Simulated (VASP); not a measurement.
Crystal: TePb (rocksalt type).

```
Pb Te
1.0
     0.00000    3.08538    3.08538
     3.08538    0.00000    3.08538
     3.08538    3.08538    0.00000
Pb Te
1 1
Cartesian
  0.0000 0.0000 0.0000
  3.0854 3.0854 3.0854
```

* Program: VASP 6.6.1
* Task: relaxation of cell and atoms
* Functional: PBE
* Potentials or basis: VASP PAW PBE potentials, release 64 (Pb_d, Te)
* Cutoff: 600 eV
* k mesh: 11 × 11 × 11
* Occupations: fermi-dirac, width 0.08 eV
* Spin: no spin polarisation

At the start: pressure 11.0 GPa; volume 29.37 Å³/atom.

**Question.** How do energy, volume and symmetry change on relaxing?

**Answer.** Over 5 steps the energy falls by 174.8 meV/atom and the volume is 35.39 Å³/atom (+20.5 %); space group Fm-3m (No. 225, to 0.1 Å) before and after.

The path:
| step | energy change (eV) | largest force (eV/Å) | pressure (GPa) | volume (Å³) |
| --- | --- | --- | --- | --- |
| 1 | 0.0000 | 0.0000 | 11.03 | 58.74 |
| 2 | -0.2820 | 0.0000 | -2.89 | 77.66 |
| 3 | -0.3495 | 0.0000 | 0.05 | 70.71 |
| 4 | -0.3495 | 0.0000 | -0.09 | 70.96 |
| 5 | -0.3495 | 0.0000 | 0.01 | 70.78 |

Final structure:
```
Pb Te
1.0
     0.00000    3.28317    3.28317
     3.28317    0.00000    3.28317
     3.28317    3.28317    0.00000
Pb Te
1 1
Cartesian
  0.0000 0.0000 0.0000
  3.2832 3.2832 3.2832
```

Caveat: the volume moved by over 15 % at a fixed basis, so the end points are rough.
